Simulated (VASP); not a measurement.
Runs of VASP 6.6.1 on CaO. The structure is that of space group Fm-3m (No. 225), or close to it. The cells are those of the table. 

| level | cell | k mesh | smearing | grid for exact exchange (PRECFOCK) | screening parameter | gap on the mesh (eV) | pressure (GPa) |
| --- | --- | --- | --- | --- | --- | --- | --- |
| r2SCAN | a = 3.391, b = 3.391, c = 3.357 Å, angles 60.3, 60.3, 60.7°, 2 atoms | 10 × 10 × 10 | gaussian 0.01 eV | - | - | 4.15 | 1.1 |
| r2SCAN | a = 3.391 Å, angles 60.0°, 2 atoms | 10 × 10 × 10 | gaussian 0.01 eV | - | - | 4.19 | 1.1 |
| PBE | a = 3.391, b = 3.391, c = 3.357 Å, angles 60.3, 60.3, 60.7°, 2 atoms | 10 × 10 × 10 | fermi-dirac 0.02 eV | - | - | 3.60 | 3.1 |
| HSE06 | a = 3.391 Å, angles 60.0°, 2 atoms | 6 × 6 × 6 | gaussian 0.01 eV | Normal | 0.2079 1/Å | 5.29 | 1.0 |
| PBE | a = 3.425 Å, angles 60.0°, 2 atoms | 6 × 6 × 6 | gaussian 0.01 eV | - | - | 3.64 | (b) |
| PBE | a = 3.391 Å, angles 60.0°, 2 atoms | 10 × 10 × 10 | fermi-dirac 0.02 eV | - | - | 3.63 | 3.1 |
| PBE | a = 3.425 Å, angles 60.0°, 2 atoms | 10 × 10 × 10 | fermi-dirac 0.02 eV | - | - | 3.64 | -0.3 |
| PBE | a = 3.391 Å, angles 60.0°, 2 atoms | 6 × 6 × 6 | gaussian 0.01 eV | - | - | 3.63 | 3.1 |
| PBE | a = 3.391, b = 3.391, c = 3.357 Å, angles 60.3, 60.3, 60.7°, 2 atoms | 6 × 6 × 6 | gaussian 0.01 eV | - | - | 3.60 | 3.1 |
| PBE | a = 3.395 Å, angles 58.3°, 2 atoms | 6 × 6 × 6 | gaussian 0.01 eV | - | - | (c) | 7.7 |
| r2SCAN | a = 3.425 Å, angles 60.0°, 2 atoms | 10 × 10 × 10 | gaussian 0.01 eV | - | - | 4.19 | (a) |

Alike in all rows: task single point; potentials or basis VASP PAW PBE potentials, release 64 (Ca_sv, O); no spin polarisation; cutoff (eV) 520.

**Question.** Estimate the missing entries.

**Answer.** (a) -2.4; (b) -0.2; (c) 3.56.

Caveats: the PAW data sets were made with another functional, which shifts forces and pressure a little (some runs).

A k mesh can miss the band edges.
